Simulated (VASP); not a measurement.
# AlIr (Pm-3m) in VASP: a series of runs

AlIr is run at these levels: LDA; tasks: single point.

All numbers are computed with VASP 6.6.1; they aren't measurements. Logs are shortened: lines on timing, memory, paths and dates and some standing lists are left out, and cuts for length are marked.

## 1. The cell of the first run

The structure is cubic, space group Pm-3m (No. 221). The conventional cell has a = 2.995 Å, b = 2.995 Å, c = 2.995 Å, α = 90.00°, β = 90.00°, γ = 90.00°. Within 3.4 Å of Al (site symmetry m-3m) lie 8 Ir at 2.59 Å and 6 Al at 2.99 Å. Within 3.4 Å of Ir (site symmetry m-3m) lie 8 Al at 2.59 Å and 6 Ir at 2.99 Å.

## 2. Single point, LDA, collinear spin

Input file INCAR:

```
PREC = Accurate
ENCUT = 560
EDIFF = 1E-6
ISMEAR = -1
SIGMA = 0.03
LREAL = False
LASPH = True
NELM = 200
ALGO = Normal
ISIF = 2
LWAVE = False
LCHARG = True
ISPIN = 2
MAGMOM = 0 0.6
LORBIT = 11
NUPDOWN = 0.6
LMAXMIX = 4
GGA = CA
LELF = True
LVHAR = True
NBANDS = 21
GGA_COMPAT = False
```

Input file KPOINTS:

```
Automatic mesh
0
Gamma
  11 11 11
```

Input file POSCAR:

```
AlIr
1.0
    2.9945548500      0.0000000000      0.0000000000
    0.0000000000      2.9945548500      0.0000000000
    0.0000000000      0.0000000000      2.9945548500
Al Ir
1 1
Direct
    0.0000000000      0.0000000000      0.0000000000
    0.5000000000      0.5000000000      0.5000000000
```

Potentials or basis: VASP PAW LDA potentials, release 64 (Al, Ir_sv_GW).

Run with:

```sh
cat potpaw_LDA.64/Al/POTCAR potpaw_LDA.64/Ir_sv_GW/POTCAR > POTCAR
mpirun -np 1 vasp_std > vasp.out
```

OUTCAR:

```text
PREC = Accurate
   ENCUT = 560
   EDIFF = 1E-6
   ISMEAR = -1
   LREAL = False
   LASPH = True
   NELM = 200
   ISIF = 2
   ISPIN = 2
   LORBIT = 11
   NUPDOWN = 0.6
   GGA = CA

 ion  position               nearest neighbor table
   1  0.000  0.000  0.000-   2 2.59   2 2.59   2 2.59   2 2.59   2 2.59   2 2.59   2 2.59   2 2.59

   2  0.500  0.500  0.500-   1 2.59   1 2.59   1 2.59   1 2.59   1 2.59   1 2.59   1 2.59   1 2.59

  LATTYP: Found a simple cubic cell.
 ALAT       =     2.9945548500

  Lattice vectors:

 A1 = (   2.9945548500,   0.0000000000,   0.0000000000)
 A2 = (   0.0000000000,   2.9945548500,   0.0000000000)
 A3 = (   0.0000000000,   0.0000000000,   2.9945548500)

Analysis of symmetry for initial positions (statically):
=====================================================================
 Subroutine PRICEL returns:
 Original cell was already a primitive cell.

 Routine SETGRP: Setting up the symmetry group for a
 simple cubic supercell.

 Subroutine GETGRP returns: Found 48 space group operations
 (whereof 48 operations were pure point group operations)
 out of a pool of 48 trial point group operations.

The static configuration has the point symmetry O_h .

Analysis of symmetry for dynamics (positions and initial velocities):
=====================================================================
 Subroutine PRICEL returns:
 Original cell was already a primitive cell.

 Routine SETGRP: Setting up the symmetry group for a
 simple cubic supercell.

 Subroutine GETGRP returns: Found 48 space group operations
 (whereof 48 operations were pure point group operations)
 out of a pool of 48 trial point group operations.

The dynamic configuration has the point symmetry O_h .

Analysis of structural, dynamic, and magnetic symmetry:
=====================================================================
 Subroutine PRICEL returns:
 Original cell was already a primitive cell.

 Routine SETGRP: Setting up the symmetry group for a
 simple cubic supercell.

 Subroutine GETGRP returns: Found 48 space group operations
 (whereof 48 operations were pure point group operations)
 out of a pool of 48 trial point group operations.

The overall configuration has the point symmetry O_h .

 Subroutine INISYM returns: Found 48 space group operations
 (whereof 48 operations are pure point group operations),
 and found     1 'primitive' translations

----------------------------------------------------------------------------------------
[... 116 lines left out ...]
  Thomas-Fermi vector in A             =   2.597548
   LORBIT       =     11    0 simple, 1 ext, 2 COOP (PROOUT), +10 PAW based schemes
   GGA     = CA    functional components
   LHFCALC =     F    Hartree Fock is set to
   AEXX    =    0.0000 exact exchange contribution
   IVDW    =     0    specifies the selected vdW correction
   LEPSILON=     F    determine dielectric tensor
   LRPA    =     F    only Hartree local field effects (RPA)
 spin polarized calculation
  energy-cutoff  :      560.00
  volume of cell :       26.85
 maximum number of plane-waves:       819
 NGX is ok and might be reduce to    24
   NGX = 11   NGY = 11   NGZ = 11

 number of electron      20.0000001 magnetization       0.5999999

 Free energy of the ion-electron system (eV)
  ---------------------------------------------------
  ext. energy  EPLUGINS =         0.00000000
  ---------------------------------------------------
  free energy    TOTEN  =       -16.65092729 eV

  energy without entropy =      -16.64773747  energy(sigma->0) =      -16.64933238

 E-fermi :  10.3051     XC(G=0): -13.1372

 val. band max:       12.2666244108   @ k =   0.4545   0.1818   0.1818
 cond. band min:      10.3260757037   @ k =   0.0909   0.0000   0.0000
 fundamental gap:     -1.9405487071
 Fermi energy:        12.3485364370

 spin component 1

 k-point     1 :       0.0000    0.0000    0.0000
  band No.  band energies     occupation
      1     -80.4474      1.00000
      2     -37.5260      1.00000
      3     -37.5260      1.00000
      4     -37.5260      1.00000
      5      -0.3570      1.00000
      6       5.9919      1.00000
[... 565 lines left out ...]
     20      31.4016      0.00000
     21      31.7373      0.00000

 [... further k-points ...]

 spin component 2

 k-point     1 :       0.0000    0.0000    0.0000
  band No.  band energies     occupation
      1     -80.2208      1.00000
      2     -37.2579      1.00000
      3     -37.2579      1.00000
      4     -37.2579      1.00000
      5      -0.2248      1.00000
      6       6.2773      1.00000
[... 565 lines left out ...]
     20      31.5772      0.00000
     21      31.8730      0.00000

 [... further k-points ...]

------------------------ aborting loop because EDIFF is reached ----------------------------------------

  FORCE on cell =-STRESS in cart. coord.  units (eV):
  Direction    XX          YY          ZZ          XY          YZ          ZX
  --------------------------------------------------------------------------------------
  -------------------------------------------------------------------------------------
  Total       -0.3690639     -0.3690639     -0.3690639     -0.0000000     -0.0000000     -0.0000000
  in kB      -22.0198967    -22.0198967    -22.0198967     -0.0000000     -0.0000000     -0.0000000
  external PRESSURE =     -22.0198967 kB  Pullay stress =       0.0000000 kB

 VOLUME and BASIS-vectors are now :
 -----------------------------------------------------------------------------
  energy-cutoff  :      560.00
  volume of cell :       26.85
      direct lattice vectors                 reciprocal lattice vectors
     2.994554850  0.000000000  0.000000000     0.333939450  0.000000000  0.000000000
     0.000000000  2.994554850  0.000000000     0.000000000  0.333939450  0.000000000
     0.000000000  0.000000000  2.994554850     0.000000000  0.000000000  0.333939450

 POSITION                                       TOTAL-FORCE (eV/Angst)
 -----------------------------------------------------------------------------------
      0.00000      0.00000      0.00000         0.000000      0.000000      0.000000
      1.49728      1.49728      1.49728         0.000000      0.000000      0.000000
 -----------------------------------------------------------------------------------
    total drift:                                0.000000     -0.000000     -0.000000

  FREE ENERGIE OF THE ION-ELECTRON SYSTEM (eV)
  ---------------------------------------------------
  free  energy   TOTEN  =       -16.6509272943 eV

  energy  without entropy=      -16.6477374670  energy(sigma->0) =      -16.64933238

 total charge

# of ion       s       p       d       f       tot
--------------------------------------------------
    1        0.372   0.423   0.000   0.000   0.795
    2        3.838   6.089   6.541   0.009  16.476
--------------------------------------------------
tot          4.210   6.511   6.541   0.009  17.271

 magnetization (x)

# of ion       s       p       d       f       tot
--------------------------------------------------
    1        0.001   0.014   0.000   0.000   0.015
    2        0.105   0.013   0.428   0.001   0.546
--------------------------------------------------
tot          0.106   0.026   0.428   0.001   0.561
```

Wall time 16 s (1 thread of Intel Xeon 6975P-C (Granite Rapids), shared host); peak memory 0.18 GiB.

What came out:

```
Free energy                                           : -16.6509 eV
Pressure                                              : -2.2 GPa
Net moment                                            : 0.60 μB per cell
Site moments                                          : Al +0.01; Ir +0.55 μB
Valence electrons inside the program's atomic spheres : Al 0.80; Ir 16.48
```

Caveat: spin-orbit coupling is left out, which moves the levels of the heavy elements; the total moment is fixed, so each spin has its own Fermi level and the state may be an excited one.

## 3. Single point, LDA, collinear spin

Input file INCAR:

```
SYSTEM = AlIr
ALGO     = Normal         ! electronic algorithm
EDIFF    = 1E-6           ! SCF threshold, eV
ENCUT    = 560            ! plane-wave cutoff, eV
GGA      = CA             ! functional
GGA_COMPAT= .FALSE.      
ISIF     = 2              ! what is computed and relaxed
ISMEAR   = -1             ! smearing method
ISPIN    = 2              ! spin polarisation
LASPH    = .TRUE.         ! aspherical terms in the spheres
LCHARG   = .FALSE.        ! write CHGCAR
LMAXMIX  = 4              ! l up to which the mixer works
LORBIT   = 11             ! projections on sites
LREAL    = .FALSE.        ! projectors in reciprocal space
LWAVE    = .FALSE.        ! write WAVECAR
MAGMOM   = 0 0.4          ! initial moments
NBANDS   = 21             ! bands
NELM     = 200            ! most SCF steps
NUPDOWN  = 0.4            ! fixed moment
PREC     = Accurate       ! precision mode
SIGMA    = 0.03           ! smearing width, eV
```

Input file KPOINTS:

```
k-points
0
G
  11 11 11
  0 0 0
```

POSCAR is that of step 2.

Potentials or basis: VASP PAW LDA potentials, release 64 (Al, Ir_sv_GW).

Run with:

```sh
cat potpaw_LDA.64/Al/POTCAR potpaw_LDA.64/Ir_sv_GW/POTCAR > POTCAR
mpirun -np 1 vasp_std > vasp.out
```

Wall time 29 s (1 thread of Intel Xeon Platinum 8375C at 2.90GHz (Ice Lake), shared host); peak memory 0.18 GiB.

It converged, with:

```
Free energy                                           : -16.8324 eV
Pressure                                              : -4.0 GPa
Net moment                                            : 0.40 μB per cell
Site moments                                          : Al +0.01; Ir +0.36 μB
Valence electrons inside the program's atomic spheres : Al 0.79; Ir 16.45
```

Caveat: the cell stands under tension; spin-orbit coupling is left out, which moves the levels of the heavy elements; the total moment is fixed, so each spin has its own Fermi level and the state may be an excited one.

## 4. Single point, LDA, collinear spin

Input file INCAR:

```
PREC = Accurate
ENCUT = 560
EDIFF = 1E-6
ISMEAR = -1
SIGMA = 0.03
LREAL = False
LASPH = True
NELM = 200
ALGO = Normal
ISIF = 2
LWAVE = False
LCHARG = False
ISPIN = 2
MAGMOM = 0 0.9
LORBIT = 11
NUPDOWN = 0.9
LMAXMIX = 4
GGA = CA
NBANDS = 21
GGA_COMPAT = False
```

Input file KPOINTS:

```
regular mesh
0
Gamma
  11 11 11
```

POSCAR is that of step 3.

Potentials or basis: VASP PAW LDA potentials, release 64 (Al, Ir_sv_GW).

Run with:

```sh
cat potpaw_LDA.64/Al/POTCAR potpaw_LDA.64/Ir_sv_GW/POTCAR > POTCAR
mpirun -np 1 vasp_std > vasp.out
```

OUTCAR:

```text
PREC = Accurate
   ENCUT = 560
   EDIFF = 1E-6
   ISMEAR = -1
   LREAL = False
   LASPH = True
   NELM = 200
   ISIF = 2
   ISPIN = 2
   LORBIT = 11
   NUPDOWN = 0.9
   GGA = CA

 ion  position               nearest neighbor table
   1  0.000  0.000  0.000-   2 2.59   2 2.59   2 2.59   2 2.59   2 2.59   2 2.59   2 2.59   2 2.59

   2  0.500  0.500  0.500-   1 2.59   1 2.59   1 2.59   1 2.59   1 2.59   1 2.59   1 2.59   1 2.59

  LATTYP: Found a simple cubic cell.
 ALAT       =     2.9945548500

  Lattice vectors:

 A1 = (   2.9945548500,   0.0000000000,   0.0000000000)
 A2 = (   0.0000000000,   2.9945548500,   0.0000000000)
 A3 = (   0.0000000000,   0.0000000000,   2.9945548500)

Analysis of symmetry for initial positions (statically):
=====================================================================
 Subroutine PRICEL returns:
 Original cell was already a primitive cell.

 Routine SETGRP: Setting up the symmetry group for a
 simple cubic supercell.

 Subroutine GETGRP returns: Found 48 space group operations
 (whereof 48 operations were pure point group operations)
 out of a pool of 48 trial point group operations.

The static configuration has the point symmetry O_h .

Analysis of symmetry for dynamics (positions and initial velocities):
=====================================================================
 Subroutine PRICEL returns:
 Original cell was already a primitive cell.

 Routine SETGRP: Setting up the symmetry group for a
 simple cubic supercell.

 Subroutine GETGRP returns: Found 48 space group operations
 (whereof 48 operations were pure point group operations)
 out of a pool of 48 trial point group operations.

The dynamic configuration has the point symmetry O_h .

Analysis of structural, dynamic, and magnetic symmetry:
[... 153 lines left out ...]
  ext. energy  EPLUGINS =         0.00000000
  ---------------------------------------------------
  free energy    TOTEN  =       -16.31746713 eV

  energy without entropy =      -16.31321902  energy(sigma->0) =      -16.31534308

 E-fermi :  10.1717     XC(G=0): -13.1369

 val. band max:       12.5844263653   @ k =   0.3636   0.1818   0.0909
 cond. band min:      10.1834632162   @ k =   0.4545   0.3636   0.3636
 fundamental gap:     -2.4009631491
 Fermi energy:        12.5949475944

 spin component 1

 k-point     1 :       0.0000    0.0000    0.0000
  band No.  band energies     occupation
      1     -80.5105      1.00000
      2     -37.6011      1.00000
      3     -37.6011      1.00000
      4     -37.6011      1.00000
      5      -0.3894      1.00000
      6       5.9280      1.00000
[... 565 lines left out ...]
     20      31.3594      0.00000
     21      31.7065      0.00000

 [... further k-points ...]

 spin component 2

 k-point     1 :       0.0000    0.0000    0.0000
  band No.  band energies     occupation
      1     -80.1721      1.00000
      2     -37.2004      1.00000
      3     -37.2004      1.00000
      4     -37.2004      1.00000
      5      -0.1901      1.00000
      6       6.3405      1.00000
[... 565 lines left out ...]
     20      31.6180      0.00000
     21      31.9099      0.00000

 [... further k-points ...]

------------------------ aborting loop because EDIFF is reached ----------------------------------------

  FORCE on cell =-STRESS in cart. coord.  units (eV):
  Direction    XX          YY          ZZ          XY          YZ          ZX
  --------------------------------------------------------------------------------------
  -------------------------------------------------------------------------------------
  Total        0.1985600      0.1985600      0.1985600     -0.0000000      0.0000000     -0.0000000
  in kB       11.8469216     11.8469216     11.8469216     -0.0000000      0.0000000     -0.0000000
  external PRESSURE =      11.8469216 kB  Pullay stress =       0.0000000 kB

 VOLUME and BASIS-vectors are now :
 -----------------------------------------------------------------------------
  energy-cutoff  :      560.00
  volume of cell :       26.85
      direct lattice vectors                 reciprocal lattice vectors
     2.994554850  0.000000000  0.000000000     0.333939450  0.000000000  0.000000000
     0.000000000  2.994554850  0.000000000     0.000000000  0.333939450  0.000000000
     0.000000000  0.000000000  2.994554850     0.000000000  0.000000000  0.333939450

 POSITION                                       TOTAL-FORCE (eV/Angst)
 -----------------------------------------------------------------------------------
      0.00000      0.00000      0.00000         0.000000      0.000000      0.000000
      1.49728      1.49728      1.49728         0.000000      0.000000      0.000000
 -----------------------------------------------------------------------------------
    total drift:                                0.000000     -0.000000     -0.000000

  FREE ENERGIE OF THE ION-ELECTRON SYSTEM (eV)
  ---------------------------------------------------
  free  energy   TOTEN  =       -16.3174671339 eV

  energy  without entropy=      -16.3132190215  energy(sigma->0) =      -16.31534308

 total charge

# of ion       s       p       d       f       tot
--------------------------------------------------
    1        0.373   0.428   0.000   0.000   0.801
    2        3.868   6.089   6.530   0.009  16.496
--------------------------------------------------
tot          4.241   6.517   6.530   0.009  17.297

 magnetization (x)

# of ion       s       p       d       f       tot
--------------------------------------------------
    1        0.003   0.021   0.000   0.000   0.024
    2        0.153   0.018   0.645   0.001   0.817
--------------------------------------------------
tot          0.156   0.039   0.645   0.001   0.841
```

stdout:

```text
POSCAR found type information on POSCAR AlIr
 POSCAR found :  2 types and       2 ions
 scaLAPACK will be used
 LDA part: xc-table for (Slater(with rela. corr.)+CA(PZ))
 , standard interpolation
 POSCAR, INCAR and KPOINTS ok, starting setup
 FFT: planning ... GRIDC
 FFT: planning ... GRID_SOFT
 FFT: planning ... GRID
 WAVECAR not read
 entering main loop
```

It took 16 s on 1 thread of Intel Xeon 6975P-C (Granite Rapids), shared host; peak memory 0.17 GiB.

What came out:

| Item | Value |
| --- | --- |
| Free energy | -16.3175 eV |
| Pressure | 1.2 GPa |
| Net moment | 0.90 μB per cell |
| Site moments | Al +0.02; Ir +0.82 μB |
| Valence electrons inside the program's atomic spheres | Al 0.80; Ir 16.50 |

Caveat: spin-orbit coupling is left out, which moves the levels of the heavy elements; the total moment is fixed, so each spin has its own Fermi level and the state may be an excited one.

## 5. Overview

```tsv
fixed moment (μB)	pressure (GPa)	moment (μB)
0.6	-2.2	0.60
0.4	-4.0	0.40
0.9	1.2	0.90
```

Alike in all rows: task single point; level LDA; potentials or basis VASP PAW LDA potentials, release 64 (Al, Ir_sv_GW); spin collinear; cell as given; k mesh 11 × 11 × 11; cutoff (eV) 560; smearing fermi-dirac 0.03 eV.

Caveats: spin-orbit coupling is left out, which moves the levels of the heavy elements; the total moment is fixed, so each spin has its own Fermi level and the state may be an excited one; the cell stands under tension (at least some runs).

Absolute energies hang on the potentials; compare differences alone.
